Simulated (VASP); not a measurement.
A run of VASP 6.6.1 is set up as follows.

File INCAR:

```
PREC     = Accurate       # precision mode
ENCUT    = 520            # plane-wave cutoff, eV
EDIFF    = 1E-6           # SCF threshold, eV
ISMEAR   = -1             # smearing method
SIGMA    = 0.05           # smearing width, eV
LREAL    = Auto         
LASPH    = True           # aspherical terms in the spheres
NELM     = 120            # most SCF steps
ALGO     = Normal         # electronic algorithm
ISIF     = 2              # what is computed and relaxed
LWAVE    = False          # write WAVECAR
LCHARG   = False          # write CHGCAR
GGA      = PS             # functional
NBANDS   = 67             # bands
GGA_COMPAT= False
```

KPOINTS

```
regular mesh
0
Gamma
  1 1 1
```

POSCAR

```
H23NO10
1.0
    6.7320510000      0.0000000000      0.0000000000
    0.0000000000      6.7320510000      0.0000000000
    0.0000000000      0.0000000000      6.7320510000
O H N
10 23 1
Direct
    0.7862685532      0.9115498382      0.5035166846
    0.9652333293      0.6508566260      0.1752363433
    0.3437733909      0.8688882482      0.8623820586
    0.8852725566      0.1994934382      0.7457014215
    0.1064163061      0.1674823913      0.0789358251
    0.7821241996      0.3448131929      0.3112721517
    0.4529228908      0.3525819992      0.8867728423
    0.4369842118      0.1138731718      0.4916035247
    0.1717752881      0.8268951023      0.4734218442
    0.0910866540      0.5333144386      0.7578819590
    0.6586105780      0.9934713804      0.4846814143
    0.7644624201      0.8359413795      0.6423748127
    0.8842476089      0.5313091062      0.2118522275
    0.8967252328      0.7450923946      0.2561477921
    0.2394812517      0.8851982850      0.7551636195
    0.3626086612      0.9975117538      0.9415109897
    1.0093803508      0.2796473170      0.7176713308
    0.8531872382      0.1175421874      0.6290356386
    0.2188040465      0.2601584569      0.0949042127
    0.0370615136      0.1826783546     -0.0475486594
    0.6732866403      0.2689670652      0.3689811619
    0.8734485226      0.2523005248      0.2433730820
    0.3363610882      0.4424357451      0.8500529779
    0.5462228376      0.4129944945      0.9838754935
    0.3271514134      0.0166071231      0.4883949928
    0.4245660052      0.1778358482      0.6250992454
    0.1535936077      0.7398191131      0.3477692014
    0.0317139606      0.8831483897      0.4624445061
    0.0889773414      0.6057143655      0.8836682907
    0.1037722382      0.6405922950      0.6657406487
    0.5829724106      0.7422255120      0.8199432833
    0.7384822248      0.5637360739      0.7864170964
    0.7952405589      0.7407697892      0.9401741015
    0.7286338146      0.7121752346      0.8108524430
```

Potentials or basis: VASP PAW PBE potentials, release 64 (O, H, N).

Command:

```bash
$ cat potpaw_PBE.64/O/POTCAR potpaw_PBE.64/H/POTCAR potpaw_PBE.64/N/POTCAR > POTCAR
$ mpirun -np 1 vasp_gam > vasp.out
```

Question: Estimate the pressure.

Answer: 0.7 GPa.

Question: Predict the largest force.

Answer: 2.053 eV/Å.

Question: What does it give for the band gap on the k mesh?

Answer: 4.24 eV.

Forces in eV/Å, atoms in the order of the input:
```
O   -0.520  1.131 -1.004
O    0.625 -0.706 -0.715
O   -0.479  1.153  0.111
O    1.443  1.018  0.732
O    0.314 -0.031  1.581
O    0.222  0.001 -0.415
O   -0.648  0.225  0.133
O    0.511  1.184  0.813
O   -1.230 -0.679 -1.302
O    0.762 -1.063  1.307
H    0.484 -0.837  0.009
H    0.219 -0.605  0.050
H    0.141 -0.232  0.140
H   -0.884  1.427  0.754
H    1.195  0.269  1.182
H   -0.860 -1.421 -1.207
H   -1.498 -0.083 -0.309
H    0.244 -0.590 -0.232
H   -0.446 -0.221 -0.520
H   -0.324  0.036 -0.626
H   -0.399 -0.067  0.022
H    0.189 -0.301  0.007
H    1.045 -0.282  0.351
H   -0.741 -0.103 -0.682
H   -0.221 -0.649 -0.512
H    0.449 -0.166 -0.560
H    0.645  0.433  1.001
H    0.131  0.333  0.678
H   -0.261 -0.076  0.627
H    0.332  0.941 -1.684
H   -1.280  0.503  0.410
H    0.369 -0.422 -0.317
H    0.556  0.237  1.036
N   -0.086 -0.357 -0.856
```

Caveat: the k points lie up to 0.93 Å⁻¹ apart; the PAW data sets were made with another functional, which shifts forces and pressure a little.
